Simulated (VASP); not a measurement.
Wanted: the native input for a VASP 6.6.1 run.

* Task: single point
* Functional: PBEsol
* Potentials or basis: VASP PAW PBE potentials, release 64 (Al, Au)
* Cutoff: 500 eV
* k mesh: 3 × 3 × 3
* Occupations: fermi-dirac, width 0.05 eV
* Spin: no spin polarisation
* Dipole correction: no
* Further INCAR settings: ALGO = Normal; EDIFF = 1e-06; NBANDS = 16

The structure of Al2Au lies in POSCAR:

```
Al2Au
1.0
    0.0000000000      3.0000000000      3.0000000000
    3.0000000000      0.0000000000      3.0000000000
    3.0000000000      3.0000000000      0.0000000000
Al Au
2 1
Direct
    0.2328682399      0.2494529530      0.2520991550
    0.7928241006      0.7401862283      0.7249036653
    0.0268811106     -0.0051439581     -0.0150965520
```

One way to write it, as run:

INCAR

```
SYSTEM = Al2Au
ALGO = Normal
EDIFF = 1E-6
ENCUT = 500
GGA = PS
GGA_COMPAT = .False.
ISIF = 2
ISMEAR = -1
LASPH = .True.
LCHARG = .False.
LREAL = .False.
LWAVE = .False.
NBANDS = 16
NELM = 120
PREC = Accurate
SIGMA = 0.05
```

KPOINTS

```
k-points
0
Gamma
  3 3 3
  0 0 0
```

Potentials or basis: VASP PAW PBE potentials, release 64 (Al, Au).

Launch:

```console
$ cat potpaw_PBE.64/Al/POTCAR potpaw_PBE.64/Au/POTCAR > POTCAR
$ mpirun -np 1 vasp_std > vasp.out
```

It gave:

```yaml
Pressure: -1.0 GPa
Largest_force: 0.394 eV/Å
```

Caveat: the k points lie up to 0.60 Å⁻¹ apart; the PAW data sets were made with another functional, which shifts forces and pressure a little.

Run time: 5.4 s on 1 thread of Intel(R) Xeon(R) 6975P-C (Granite Rapids), on a shared host, peak memory 0.17 GiB.
